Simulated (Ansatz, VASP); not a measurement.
# One calculation of HfB2, two programs

File INCAR:

```
SYSTEM = HfB2
  ALGO = Normal
  EDIFF = 1E-6
  ENCUT = 520
  GGA = PS
  ISIF = 2
  ISMEAR = -1
  LASPH = .True.
  LCHARG = .False.
  LREAL = .False.
  LWAVE = .False.
  NBANDS = 15
  NELM = 80
  PREC = Accurate
  SIGMA = 0.05
```

File KPOINTS:

```
k-points
0
Gamma
  10 10 8
  0 0 0
```

POSCAR

```
HfB2
1.0
    3.2656000000      0.0000000000      0.0000000000
   -1.6328000000      2.8280925586      0.0000000000
    0.0000000000      0.0000000000      3.4800000000
Hf B
1 2
Direct
    0.0000000000      0.0000000000      0.0000000000
    0.6666666667      0.3333333333      0.5000000000
    0.3333333333      0.6666666667      0.5000000000
```

input.yaml

```yaml
crystal:
  lattice:
    - [3.2656, 0.0, 0.0]
    - [-1.6328, 2.8280925586, 0.0]
    - [0.0, 0.0, 3.48]
  atoms:
    - { symbol: Hf, position: [0.0, 0.0, 0.0] }
    - { symbol: B, position: [0.6666666667, 0.3333333333, 0.5] }
    - { symbol: B, position: [0.3333333333, 0.6666666667, 0.5] }
kpoints:
  mp_grid: { grid: [10, 10, 8] }
  band_path:
    path:
      - [0.0, 0.0, 0.0]
      - [0.5, 0.0, 0.0]
      - [0.3333333333, 0.3333333333, 0.0]
      - [0.0, 0.0, 0.0]
      - [0.0, 0.0, 0.5]
      - [0.5, 0.0, 0.5]
      - [0.3333333333, 0.3333333333, 0.5]
      - [0.0, 0.0, 0.5]
    npoints: 6
scf:
  occupations: { method: fermi_dirac, width: 0.05 }
hamiltonian:
  xc: pbesol
  pseudopotentials: { kind: all_electron, lapw: { basis_error: 0.002 } }
output:
  forces: true
  stress: true
  eigenvalues: true
```

Change from the starting cell: strain_xy = 0.04.

Alike in both runs: functional PBEsol; k mesh 10 × 10 × 8; occupations fermi-dirac, width 0.05 eV; no spin polarisation.

|  | VASP | Ansatz |
| --- | --- | --- |
| version | VASP 6.6.1 | Ansatz 0.2.0 |
| potentials or method | VASP PAW PBE potentials, release 64 (Hf_pv, B), cutoff 520 eV | all-electron LAPW, scalar-relativistic |
| task | single point | band structure |

|  | VASP | Ansatz | Ansatz less VASP |
| --- | --- | --- | --- |
| gap on the k mesh at the Fermi level (eV) | none | none | - |
| pressure (GPa) | -21.7 | -21.4 | +0.32 |
| traceless stress, the component that is largest in VASP (GPa) | 8.91 | 8.87 | -0.039 |

VASP's potentials were made for PBE, not for PBEsol. A gap of «none» marks a metal or a gap that the smearing closes. Ansatz ran all-electron here, and VASP with PAW potentials.

Spin-orbit coupling is off throughout.
